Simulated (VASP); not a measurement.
Wanted: the native input for a VASP 6.6.1 run.

```yaml
Task: single point
Functional: PBE
Potentials_or_basis: VASP PAW PBE potentials, release 64 (Hf_pv, Ta_pv, O)
Cutoff: 520 eV
k_mesh: 6 × 6 × 6
Occupations: gaussian, width 0.1 eV
Spin: no spin polarisation
Dipole_correction: no
Further_INCAR_settings: ALGO = Normal; EDIFF = 1e-06; NBANDS = 38
```

The structure of Hf3Ta2O lies in POSCAR:

```
Hf3Ta2O
1.0
    5.6306672200      0.0000000000      0.0000000000
   -2.8153336100      4.8763008500      0.0000000000
    0.0000000000      0.0000000000      3.4013468000
Hf Ta O
3 2 1
Direct
    0.5000000000      0.0000000000      0.5000000000
    0.5000000000      0.5000000000      0.5000000000
    0.0000000000      0.5000000000      0.5000000000
    0.3333333300      0.6666666700      0.0000000000
    0.6666666700      0.3333333300      0.0000000000
    0.0000000000      0.0000000000      0.0000000000
```

The cell was generated, and may not be a known phase.

One way to write it, as run:

INCAR

```
PREC = Accurate
ENCUT = 520
EDIFF = 1E-6
ISMEAR = 0
SIGMA = 0.1
LREAL = F
LASPH = T
NELM = 100
ALGO = Normal
ISIF = 2
LWAVE = F
LCHARG = T
GGA = PE
LELF = T
LVHAR = T
NBANDS = 38
```

KPOINTS

```
regular mesh
0
Gamma
  6 6 6
```

Potentials or basis: VASP PAW PBE potentials, release 64 (Hf_pv, Ta_pv, O).

Command:

```sh
$ cat potpaw_PBE.64/Hf_pv/POTCAR potpaw_PBE.64/Ta_pv/POTCAR potpaw_PBE.64/O/POTCAR > POTCAR
$ mpirun -np 1 vasp_std > vasp.out
```

It gave:

```yaml
Pressure: 86.9 GPa
Band_gap_on_the_k_mesh: zero (bands 29 and 30 overlap by 1.88 eV)
```

Caveat: the stress differs along the axes, from 70 to 122 GPa; spin-orbit coupling is left out, which moves the levels of the heavy elements.

It took 2.2 min on 1 thread of Intel(R) Xeon(R) Platinum 8259CL CPU @ 2.50GHz (Skylake/Cascade Lake), with other jobs on the host, peak memory 0.26 GiB.
